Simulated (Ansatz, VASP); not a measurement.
## Au in VASP and in Ansatz

```
Au
1.0
     0.00000    2.10319    1.98068
     2.10319    0.00000    1.98068
     2.10319    2.10319    0.00000
Au
1
Direct
  0.00000 0.00000 0.00000
```

Change from the starting cell: strain +0.030 along x and y, -0.030 along z, atoms carried along.

Alike in both runs: task single point; functional PBEsol; k mesh 26 × 26 × 26; occupations gaussian, width 0.15 eV; no spin polarisation.

|  | VASP | Ansatz |
| --- | --- | --- |
| version | VASP 6.6.1 | Ansatz 0.2.0 |
| potentials or method | VASP PAW PBE potentials, release 64 (Au), cutoff 520 eV | scalar-relativistic, plane waves, PAW |
| valence electrons in the cell | 11 | 19 |

|  | VASP | Ansatz | Ansatz less VASP |
| --- | --- | --- | --- |
| gap on the k mesh at the Fermi level (eV) | none | none | - |
| pressure (GPa) | -4.8 | -4.6 | +0.20 |
| traceless stress, the component that is largest in VASP (GPa) | 0.71 | 0.70 | -0.008 |

VASP's potentials were made for PBE, not for PBEsol. A gap of «none» marks a metal or a gap that the smearing closes. With one functional, cell and mesh, what is left measures potentials, basis and numerics. VASP's potentials hold 11 valence electrons a cell and Ansatz's 19, so a difference there can come from the potentials and not from the codes.

Spin-orbit coupling is off throughout.
